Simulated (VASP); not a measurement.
A run of VASP 6.6.1 is set up as follows.

The input INCAR:

```
SYSTEM = AlN
ALGO = Normal ; EDIFF = 1E-6
ENCUT = 520 ; GGA = PE
ISIF = 2 ; ISMEAR = 0
LASPH = .TRUE. ; LCHARG = .FALSE.
LREAL = .FALSE. ; LWAVE = .FALSE.
NBANDS = 26 ; NELM = 60
PREC = Accurate ; SIGMA = 0.05
```

KPOINTS

```
k-points
0
G
  8 6 4
  0 0 0
```

The input POSCAR:

```
AlN
1.0
   -1.6567491617      2.8695737234      0.0000000000
    0.0000000000      0.0000000000      4.1874629526
    4.9702474850      2.8695737234      0.0000000000
Al N
4 4
Direct
    0.6317268823      0.7500000000      0.2105756275
    0.0000000000      0.7500000000      0.6666666667
    0.0000000000      0.2500000000      0.3333333333
    0.5000000000      0.2500000000      0.8333333333
    0.5000000000      0.2500000000      0.1666666667
    0.0000000000      0.2500000000      0.6666666667
    0.0000000000      0.7500000000      0.3333333333
    0.5000000000      0.7500000000      0.8333333333
```

Potentials or basis: VASP PAW PBE potentials, release 64 (Al, N).

Launch:

```sh
$ cat potpaw_PBE.64/Al/POTCAR potpaw_PBE.64/N/POTCAR > POTCAR
$ mpirun -np 1 vasp_std > vasp.out
```

Problem. Predict the largest force.

Solution. 25.689 eV/Å.

Problem. Predict the pressure.

Solution. 17.9 GPa.

Forces on the atoms (eV/Å):
```
Al   -0.790 -25.677   0.000
Al    0.810   0.751   0.000
Al   -0.308   1.201   0.000
Al    0.304   0.023   0.000
N     0.468   1.318   0.000
N    -0.527  -0.277   0.000
N    -0.103  21.911   0.000
N     0.147   0.750   0.000
```

Caveat: the cell differs from its parent crystal (atom 1 (Al) moved by +0.000 Å along [1 0 0] and +0.504 Å along [1 2 0]); the cell stands under pressure; forces of over 1 eV/Å act on the atoms, so gaps and moduli don't describe the material at rest.
